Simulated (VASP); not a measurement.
Wanted: the native input for a VASP 6.6.1 run.

```
Task                   : relaxation of cell and atoms
Functional             : PBE
Potentials or basis    : VASP PAW PBE potentials, release 64 (Ge_d, I)
Cutoff                 : 600 eV
k mesh                 : 4 × 4 × 4
Occupations            : gaussian, width 0.1 eV
Spin                   : no spin polarisation
Dipole correction      : no
Further INCAR settings : ALGO = Normal; EDIFF = 1e-06; IBRION = 2; EDIFFG = -0.04; NSW = 90; ISIF = 3
```

The structure of Ge7I lies in POSCAR:

```
Ge7I
1.0
    6.1663592500      0.0000000000      0.0000000000
    0.0000000000      6.1663592500      0.0000000000
    0.0000000000      0.0000000000      6.1663592500
Ge I
7 1
Direct
    0.2526152100      0.2526152100      0.2526152100
    0.0000000000      0.5000000000      0.5000000000
    0.5000000000      0.5000000000      0.0000000000
    0.5000000000      0.0000000000      0.5000000000
    0.7473847900      0.2526152100      0.7473847900
    0.7473847900      0.7473847900      0.2526152100
    0.2526152100      0.7473847900      0.7473847900
    0.0000000000      0.0000000000      0.0000000000
```

The cell was generated, and may not be a known phase.

These files were run (other wordings do the same):

INCAR

```
SYSTEM = Ge7I
ALGO     = Normal         ! electronic algorithm
EDIFF    = 1E-6           ! SCF threshold, eV
EDIFFG   = -0.04          ! ionic threshold
ENCUT    = 600            ! plane-wave cutoff, eV
GGA      = PE             ! functional
IBRION   = 2              ! ionic algorithm
ISIF     = 3              ! what is computed and relaxed
ISMEAR   = 0              ! smearing method
LASPH    = .TRUE.         ! aspherical terms in the spheres
LCHARG   = .FALSE.        ! write CHGCAR
LREAL    = .FALSE.        ! projectors in reciprocal space
LWAVE    = .FALSE.        ! write WAVECAR
NELM     = 100            ! most SCF steps
NSW      = 90             ! ionic steps
PREC     = Accurate       ! precision mode
SIGMA    = 0.1            ! smearing width, eV
```

KPOINTS

```
k-points
0
G
  4 4 4
  0 0 0
```

Potentials or basis: VASP PAW PBE potentials, release 64 (Ge_d, I).

Run with:

```sh
$ cat potpaw_PBE.64/Ge_d/POTCAR potpaw_PBE.64/I/POTCAR > POTCAR
$ mpirun -np 1 vasp_std > vasp.out
```

It gave:

```
Relaxed volume                        : 28.49 Å³/atom
Relaxed cell                          : a = 6.109 Å, b = 6.109 Å, c = 6.109 Å, α = 90.00°, β = 90.00°, γ = 90.00°
Space group after relaxing (to 0.1 Å) : P-43m (No. 215)
Energy gained by relaxing             : 193.3 meV/atom
Ionic steps                           : 9
Pressure after relaxing               : 0.0 GPa
Largest force after relaxing          : 0.003 eV/Å
Band gap on the k mesh                : zero (an odd number of electrons rules out a gap without spin polarisation)
```

Caveat: spin-orbit coupling is left out, which moves the levels of the heavy elements; an odd number of electrons without spin polarisation forces a metal; a magnetic or distorted state may lie lower.

Wall time 32 min on 1 thread of AMD EPYC 7R43 64-Core Processor (Zen 3), with other jobs on the host, peak memory 0.42 GiB.
